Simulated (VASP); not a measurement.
Runs of VASP 6.6.1 on BN. The structure is that of space group Fmm2 (No. 42), or close to it. The cells are those of the table. 

```tsv
cell	gap on the mesh (eV)	pressure (GPa)	largest force (eV/Å)
a = 4.166, b = 2.535, c = 3.762 Å, angles 80.3, 36.8, 62.9°, 2 atoms	3.77	-7.7	0.01
a = 4.057, b = 2.468, c = 3.662 Å, angles 80.3, 36.8, 62.9°, 2 atoms	3.81	11.1	0.02
a = 3.999, b = 2.433, c = 3.611 Å, angles 80.3, 36.8, 62.9°, 2 atoms	(b)	23.3	0.02
a = 3.941, b = 2.397, c = 3.558 Å, angles 80.3, 36.8, 62.9°, 2 atoms	(a)	38.1	0.02
a = 4.219, b = 2.567, c = 3.809 Å, angles 80.3, 36.8, 62.9°, 2 atoms	3.74	-14.8	0.01
```

Alike in all rows: task single point; level PBEsol; potentials or basis VASP PAW PBE potentials, release 64 (B, N); no spin polarisation; k mesh 10 × 10 × 10; cutoff (eV) 520; smearing gaussian 0.01 eV.

Q: Fill in the values left out.

A: (a) 3.83; (b) 3.82.

Caveats: the PAW data sets were made with another functional, which shifts forces and pressure a little.

A k mesh can miss the band edges.
